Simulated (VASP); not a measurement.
Write the native input for VASP 6.6.1 that does the following.

```
Task                   : single point
Functional             : PBEsol
Potentials or basis    : VASP PAW PBE potentials, release 64 (Sc_sv, Si)
Cutoff                 : 520 eV
k mesh                 : 13 × 13 × 11
Occupations            : fermi-dirac, width 0.05 eV
Spin                   : no spin polarisation
Dipole correction      : no
Further INCAR settings : ALGO = Normal; EDIFF = 1e-06; NBANDS = 16
```

The structure of ScSi2 lies in POSCAR:

```
ScSi2
1.0
    3.7081621116      0.0000000000      0.0000000000
   -1.8540810558      3.2113625900      0.0000000000
    0.0000000000      0.0000000000      3.9209268928
Sc Si
1 2
Direct
    0.0000000000      0.0000000000      0.0000000000
    0.3333333333      0.6666666667      0.5000000000
    0.6666666667      0.3333333333      0.5000000000
```

One way to write it, as run:

INCAR

```
  PREC = Accurate
  ENCUT = 520
  EDIFF = 1E-6
  ISMEAR = -1
  SIGMA = 0.05
  LREAL = False
  LASPH = True
  NELM = 100
  ALGO = Normal
  ISIF = 2
  LWAVE = False
  LCHARG = False
  GGA = PS
  NBANDS = 16
```

KPOINTS

```
Automatic mesh
0
Gamma
  13 13 11
```

Potentials or basis: VASP PAW PBE potentials, release 64 (Sc_sv, Si).

Launch:

```sh
$ cat potpaw_PBE.64/Sc_sv/POTCAR potpaw_PBE.64/Si/POTCAR > POTCAR
$ mpirun -np 1 vasp_std > vasp.out
```

It gave:

```yaml
Pressure: 15.1 GPa
Band_gap_on_the_k_mesh: zero (an odd number of electrons rules out a gap without spin polarisation)
```

Caveat: the cell stands under pressure; the PAW data sets were made with another functional, which shifts forces and pressure a little.

Wall time 110 s on 1 thread of Intel Xeon 8259CL (shared host), peak memory 0.23 GiB.
